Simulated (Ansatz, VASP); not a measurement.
TlSnH3: VASP beside Ansatz

```
Tl Sn H
1.0
     0.00000    4.34544    4.34544
     4.34544    0.00000    4.34544
     4.34544    4.34544    0.00000
Tl Sn H
2 2 6
Direct
  0.00000 0.00000 0.00000
  0.75000 0.75000 0.75000
  0.25000 0.25000 0.25000
  0.50000 0.50000 0.50000
  0.02939 0.47061 0.47061
  0.47061 0.02939 0.02939
  0.47061 0.47061 0.02939
  0.02939 0.02939 0.47061
  0.02939 0.47061 0.02939
  0.47061 0.02939 0.47061
```

Alike in both runs: functional PBE; k mesh 8 × 8 × 8; occupations gaussian, width 0.1 eV; no spin polarisation.

Ansatz relaxed the structure, and its values are those at the end. VASP's run is a single point on that final structure, the one shown.

|  | VASP | Ansatz |
| --- | --- | --- |
| version | VASP 6.6.1 | Ansatz 0.2.0 |
| potentials or method | VASP PAW PBE potentials, release 64 (Tl_d, Sn_d, H), cutoff 520 eV | scalar-relativistic, plane waves, PAW |
| valence electrons in the cell | 60 | 60 |

VASP gave:

- gap on the k mesh at the Fermi level (eV): none
- pressure (GPa): -0.1

**Question.** Which values does Ansatz return?

**Answer.** gap on the k mesh at the Fermi level (eV): none; pressure (GPa): 0.0.

A gap of «none» marks a metal or a gap that the smearing closes. With one functional, cell and mesh, what is left measures potentials, basis and numerics.

Neither program's run includes spin-orbit coupling.
